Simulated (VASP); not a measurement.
## Sn: single point with r2SCAN

Sn:

```
Sn
1.0
    -2.94014    2.94014    1.64728
     2.94014   -2.94014    1.64728
     2.94014    2.94014   -1.64728
Sn
2
Direct
  0.75000 0.25000 0.50000
  0.00000 0.00000 0.00000
```

This cell differs from its parent crystal: strain +0.000 along x and y, +0.030 along z.

| Item | Value |
| --- | --- |
| Program | VASP 6.6.1 |
| Task | single point |
| Functional | r2SCAN |
| Potentials or basis | VASP PAW PBE potentials, release 64 (Sn_d) |
| Cutoff | 520 eV |
| k mesh | 16 × 16 × 16 |
| Occupations | gaussian, width 0.15 eV |
| Spin | no spin polarisation |
| Dipole correction | no |
| Further INCAR settings | ALGO = Normal; EDIFF = 1e-07; NBANDS = 21 |

```yaml
Pressure: -1.5 GPa
Band_gap_on_the_k_mesh: zero (bands 14 and 15 overlap by 4.50 eV)
```

Stress tensor (GPa, compression positive):
```
-0.94  0.00  0.00
 0.00 -0.94  0.00
 0.00  0.00 -2.62
```

Levels at points of the mesh, in eV from the Fermi level:
```tsv
k point	band 11	band 12	band 13	band 14	band 15	band 16	band 17	band 18
(0.00, 0.00, 0.00)	-11.33	-3.54	-1.95	-1.95	3.50	6.45	6.48	6.48
(0.50, 0.00, 0.00)	-7.31	-5.60	-2.34	-1.68	-1.34	2.50	2.91	4.78
(0.50, 0.50, 0.00)	-9.02	-9.02	0.66	0.66	1.90	1.90	5.75	5.75
(0.50, 0.50, 0.50)	-7.65	-7.65	-4.77	-4.77	4.64	4.64	9.78	9.78
```

Wall time 14 min on 1 thread of Intel(R) Xeon(R) 6975P-C (Granite Rapids) (shared host), peak memory 0.46 GiB.

Caveat: the cell differs from its parent crystal (strain +0.000 along x and y, +0.030 along z); the PAW data sets were made with another functional, which shifts forces and pressure a little; spin-orbit coupling is left out, which moves the levels of the heavy elements.
